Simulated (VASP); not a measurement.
A run of VASP 6.6.1 is set up as follows.

Contents of INCAR:

```
PREC     = Accurate       # precision mode
ENCUT    = 600            # plane-wave cutoff, eV
EDIFF    = 1E-6           # SCF threshold, eV
ISMEAR   = -1             # smearing method
SIGMA    = 0.05           # smearing width, eV
LREAL    = F              # projectors in reciprocal space
LASPH    = T              # aspherical terms in the spheres
NELM     = 60             # most SCF steps
ALGO     = Normal         # electronic algorithm
ISIF     = 3              # what is computed and relaxed
LWAVE    = F              # write WAVECAR
LCHARG   = F              # write CHGCAR
GGA      = PS             # functional
IBRION   = 2              # ionic algorithm
NSW      = 100            # ionic steps
EDIFFG   = -0.002         # ionic threshold
PSTRESS  = 10.0
```

Contents of KPOINTS:

```
regular mesh
0
Gamma
  14 14 14
```

File POSCAR:

```
YSe
1.0
    0.0000000000      2.8453251946      2.8453251946
    2.8453251946      0.0000000000      2.8453251946
    2.8453251946      2.8453251946      0.0000000000
Y Se
1 1
Direct
    0.5000000000      0.5000000000      0.5000000000
    0.0000000000      0.0000000000      0.0000000000
```

Potentials or basis: VASP PAW PBE potentials, release 64 (Y_sv, Se).

Run with:

```bash
$ cat potpaw_PBE.64/Y_sv/POTCAR potpaw_PBE.64/Se/POTCAR > POTCAR
$ mpirun -np 1 vasp_std > vasp.out
```

Problem. What does it give for the relaxed cell?

Solution. a = 4.010 Å, b = 4.010 Å, c = 4.010 Å, α = 60.00°, β = 60.00°, γ = 60.00°.

Problem. Estimate the relaxed volume.

Solution. 22.79 Å³/atom.

Problem. Estimate the space group after relaxing (to 0.05 Å).

Solution. Fm-3m (No. 225).

Final structure:
```
CELL_PARAMETERS angstrom
0.00000 2.83532 2.83532
2.83532 0.00000 2.83532
2.83532 2.83532 0.00000
ATOMIC_POSITIONS crystal
Y 0.50000 0.50000 0.50000
Se 0.00000 0.00000 0.00000
```

Caveat: the cell is relaxed towards a set pressure, so the enthalpy falls and the energy may rise; the PAW data sets were made with another functional, which shifts forces and pressure a little.
